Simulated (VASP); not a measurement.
Here is a VASP 6.6.1 calculation.

POSCAR

```
BaTiO3
1.0
    8.0672966400      0.0000000000      0.0000000000
    0.0000000000      4.0336483200      0.0000000000
    0.0000000000      0.0000000000      4.0336483200
Ba Ti O
2 2 6
Direct
    0.2500000000      0.5000000000      0.5000000000
    0.7500000000      0.5000000000      0.5000000000
    0.0000000000      0.0000000000      0.0000000000
    0.5000000000      0.0000000000      0.0000000000
    0.2500000000      0.0000000000      0.0000000000
    0.7500000000      0.0000000000      0.0000000000
    0.0000000000      0.5000000000      0.0000000000
    0.5000000000      0.5000000000      0.0000000000
    0.0000000000      0.0000000000      0.5000000000
    0.5000000000      0.0000000000      0.5000000000
```

Contents of INCAR.step1:

```
SYSTEM = BaTiO3
PREC = Accurate ; ENCUT = 520
ISMEAR = -1 ; SIGMA = 0.1
LREAL = .FALSE. ; LASPH = .TRUE.
NELM = 100 ; NBANDS = 51
GGA = PE ; ALGO = Normal
EDIFF = 1E-4 ; LWAVE = .TRUE.
LCHARG = .FALSE.
```

File INCAR.step2:

```
SYSTEM = BaTiO3
PREC = Accurate ; ENCUT = 520
EDIFF = 1E-6 ; ISMEAR = -1
SIGMA = 0.1 ; LREAL = .FALSE.
LASPH = .TRUE. ; NELM = 100
ALGO = Normal ; ISIF = 2
LWAVE = .FALSE. ; LCHARG = .FALSE.
METAGGA = R2SCAN ; LMIXTAU = .TRUE.
NBANDS = 51 ; ISTART = 1
```

The input KPOINTS:

```
Automatic mesh
0
G
  3 6 6
  0 0 0
```

Potentials or basis: VASP PAW PBE potentials, release 64 (Ba_sv, Ti_sv, O).

Run with:

```console
$ cat potpaw_PBE.64/Ba_sv/POTCAR potpaw_PBE.64/Ti_sv/POTCAR potpaw_PBE.64/O/POTCAR > POTCAR
$ cp INCAR.step1 INCAR
$ mpirun -np 1 vasp_std > vasp.out
$ cp INCAR.step2 INCAR
$ mpirun -np 1 vasp_std > vasp.out
```

Question: Predict the pressure.

Answer: -3.2 GPa.

Question: Estimate the band gap on the k mesh.

Answer: 2.08 eV.

Caveat: the PAW data sets were made with another functional, which shifts forces and pressure a little; spin-orbit coupling is left out, which moves the levels of the heavy elements. A k mesh can miss the band edges.
